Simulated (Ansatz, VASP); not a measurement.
# One calculation of Al, two programs

```
Al
1.0
     2.65680    0.00000    0.00000
    -1.32840    2.30086    0.00000
     0.00000    0.00000    8.84180
Al
4
Cartesian
  0.0000 0.0000 0.0000
  0.0000 1.5339 2.2104
  0.0000 0.0000 4.4209
  1.3284 0.7670 6.6313
```

Alike in both runs: task single point; functional PBE; dispersion D3(BJ); k mesh 18 × 18 × 4; occupations gaussian, width 0.15 eV; no spin polarisation.

|  | VASP | Ansatz |
| --- | --- | --- |
| version | VASP 6.6.1 | Ansatz 0.2.0 |
| potentials or method | VASP PAW PBE potentials, release 64 (Al), cutoff 520 eV | scalar-relativistic, plane waves, PAW |
| valence electrons in the cell | 12 | 12 |

```csv
,VASP,Ansatz,Ansatz less VASP
gap on the k mesh at the Fermi level (eV),none,none,-
pressure (GPa),19.5,19.4,-0.02
"traceless stress, the component that is largest in VASP (GPa)",-1.93,-1.93,0.000
```

A gap of «none» marks a metal or a gap that the smearing closes.
